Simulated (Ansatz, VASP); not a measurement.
# CdTe: VASP beside Ansatz

Contents of INCAR:

```
SYSTEM = CdTe
PREC = Accurate
ENCUT = 400
EDIFF = 1E-6
ISMEAR = 0
SIGMA = 0.05
LREAL = .False.
LASPH = .True.
NELM = 120
ALGO = Normal
ISIF = 2
LWAVE = .False.
LCHARG = .False.
LDIPOL = .True.
IDIPOL = 3
DIPOL = 0.5 0.5 0.383
GGA = PE
IVDW = 12
NBANDS = 86
GGA_COMPAT = .False.
NELMDL = -8
```

KPOINTS

```
Automatic mesh
0
Gamma
  2 2 1
  0 0 0
```

File POSCAR:

```
CdTe
1.0
    9.2158675489      0.0000000000      0.0000000000
   -4.6079337744      7.9811754152      0.0000000000
    0.0000000000      0.0000000000     25.9964527150
Te Cd
8 8
Direct
    0.5000000000      0.0000000000      0.3077342931
    0.5000000000      0.5000000000      0.3077342931
    0.0000000000      0.0000000000      0.3077342931
    0.0000000000      0.5000000000      0.3077342931
    0.4993738718      0.7483270394      0.4587506942
    0.5007044987      0.2512019270      0.4590312578
    0.0003759662      0.7492641829      0.4578692003
    0.0011030141      0.2515561415      0.4581682536
    0.1666666667      0.8333333333      0.3439157889
    0.1666666667      0.3333333333      0.3439157889
    0.6666666667      0.8333333333      0.3439157889
    0.6666666667      0.3333333333      0.3439157889
    0.1650067611      0.5826344021      0.4215991420
    0.1658027003      0.0825764966      0.4234893458
    0.6650272562      0.5823183730      0.4212835537
    0.6641434282      0.0814184448      0.4229978569
```

Input for Ansatz:

```yaml
crystal:
  lattice:
    - [9.2158675489, 0.0, 0.0]
    - [-4.6079337744, 7.9811754152, 0.0]
    - [0.0, 0.0, 25.996452715]
  atoms:
    - { symbol: Te, position: [0.5, 0.0, 0.3077342931] }
    - { symbol: Te, position: [0.5, 0.5, 0.3077342931] }
    - { symbol: Te, position: [0.0, 0.0, 0.3077342931] }
    - { symbol: Te, position: [0.0, 0.5, 0.3077342931] }
    - { symbol: Cd, position: [0.1666666667, 0.8333333333, 0.3439157889] }
    - { symbol: Cd, position: [0.1666666667, 0.3333333333, 0.3439157889] }
    - { symbol: Cd, position: [0.6666666667, 0.8333333333, 0.3439157889] }
    - { symbol: Cd, position: [0.6666666667, 0.3333333333, 0.3439157889] }
    - { symbol: Te, position: [0.4993738718, 0.7483270394, 0.4587506942] }
    - { symbol: Te, position: [0.5007044987, 0.251201927, 0.4590312578] }
    - { symbol: Te, position: [0.0003759662, 0.7492641829, 0.4578692003] }
    - { symbol: Te, position: [0.0011030141, 0.2515561415, 0.4581682536] }
    - { symbol: Cd, position: [0.1650067611, 0.5826344021, 0.421599142] }
    - { symbol: Cd, position: [0.1658027003, 0.0825764966, 0.4234893458] }
    - { symbol: Cd, position: [0.6650272562, 0.582318373, 0.4212835537] }
    - { symbol: Cd, position: [0.6641434282, 0.0814184448, 0.4229978569] }
basis:
  ecutwfc: 420
kpoints:
  mp_grid: { grid: [2, 2, 1] }
hamiltonian:
  xc: pbe
  dispersion: d3bj
scf:
  occupations: { method: gaussian, width: 0.05 }
output:
  forces: true
  eigenvalues: true
  write_density: true
  volumetric_format: npy
efield:
  axis: 3
  dipole_correction: true
  ramp_width: 0.04
```

Alike in both runs: task single point; functional PBE; dispersion D3(BJ); k mesh 2 × 2 × 1; occupations gaussian, width 0.05 eV; no spin polarisation.

|  | VASP | Ansatz |
| --- | --- | --- |
| version | VASP 6.6.1 | Ansatz 0.2.0 |
| potentials or method | VASP PAW PBE potentials, release 64 (Te, Cd), cutoff 400 eV | scalar-relativistic, plane waves, PAW |
| valence electrons in the cell | 144 | 288 |

```tsv
	VASP	Ansatz	Ansatz less VASP
gap on the k mesh at the Fermi level (eV)	1.26	1.27	+0.014
least direct gap on the mesh (eV)	1.26	1.27	+0.014
rms of the force components (eV/Å)	0.033	0.032	-0.0013
```

VASP's potentials hold 144 valence electrons a cell and Ansatz's 288, so a difference there can come from the potentials and not from the codes.

Neither program's run includes spin-orbit coupling.
